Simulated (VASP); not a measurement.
Here is a VASP 6.6.1 calculation.

INCAR

```
SYSTEM = TiIn5
PREC = Accurate
ENCUT = 520
EDIFF = 1E-6
ISMEAR = 0
SIGMA = 0.1
LREAL = .False.
LASPH = .True.
NELM = 60
ALGO = Fast
ISIF = 2
LWAVE = .False.
LCHARG = .True.
GGA = PE
LELF = .True.
LVHAR = .True.
NBANDS = 48
```

Contents of KPOINTS:

```
Automatic mesh
0
Gamma
  4 4 4
  0 0 0
```

Contents of POSCAR:

```
TiIn5
1.0
   -3.3983095600      3.3983095600      3.3939298700
    3.3983095600     -3.3983095600      3.3939298700
    3.3983095600      3.3983095600     -3.3939298700
Ti In
1 5
Direct
    0.0000000000      0.0000000000      0.0000000000
    0.7792962200      0.7792962200      0.5585924400
    0.2207037800      0.2207037800      0.4414075600
    0.7792962200      0.2207037800      0.0000000000
    0.2207037800      0.7792962200      0.0000000000
    0.5000000000      0.5000000000      0.0000000000
```

Potentials or basis: VASP PAW PBE potentials, release 64 (Ti_sv, In_d).

Launch:

```bash
$ cat potpaw_PBE.64/Ti_sv/POTCAR potpaw_PBE.64/In_d/POTCAR > POTCAR
$ mpirun -np 1 vasp_std > vasp.out
```

(1) Predict the band gap on the k mesh.

(2) Estimate the pressure.

Results:

(1) zero (an odd number of electrons rules out a gap without spin polarisation).

(2) 31.1 GPa.

Caveat: the stress differs along the axes, from -6 to 50 GPa; spin-orbit coupling is left out, which moves the levels of the heavy elements; forces of over 1 eV/Å act on the atoms, so gaps and moduli don't describe the material at rest.
